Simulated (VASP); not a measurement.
Runs of VASP 6.6.1 on SrCl2. The structure is that of space group Fm-3m (No. 225), or close to it. The cells are those of the table. 

| cell | gap on the mesh (eV) | pressure (GPa) |
| --- | --- | --- |
| a = 4.998 Å, angles 60.0°, 3 atoms | 4.81 | -3.9 |
| a = 4.900 Å, angles 60.0°, 3 atoms | 5.04 | -2.1 |
| a = 5.030 Å, angles 60.0°, 3 atoms | 4.74 | -4.3 |
| a = 4.867 Å, angles 60.0°, 3 atoms | 5.12 | (c) |
| a = 4.933 Å, angles 60.0°, 3 atoms | 4.96 | -2.7 |
| a = 4.966 Å, angles 60.0°, 3 atoms | (b) | (a) |
| a = 4.833 Å, angles 60.0°, 3 atoms | 5.20 | (d) |

Alike in all rows: task single point; level LDA; potentials or basis VASP PAW LDA potentials, release 64 (Sr_sv, Cl); no spin polarisation; k mesh 5 × 5 × 5; cutoff (eV) 500; smearing gaussian 0.01 eV.

Question: Estimate the missing entries.

Answer: (a) -3.3; (b) 4.88; (c) -1.3; (d) -0.5.

A k mesh can miss the band edges, and the runs leave out spin-orbit coupling on Sr.
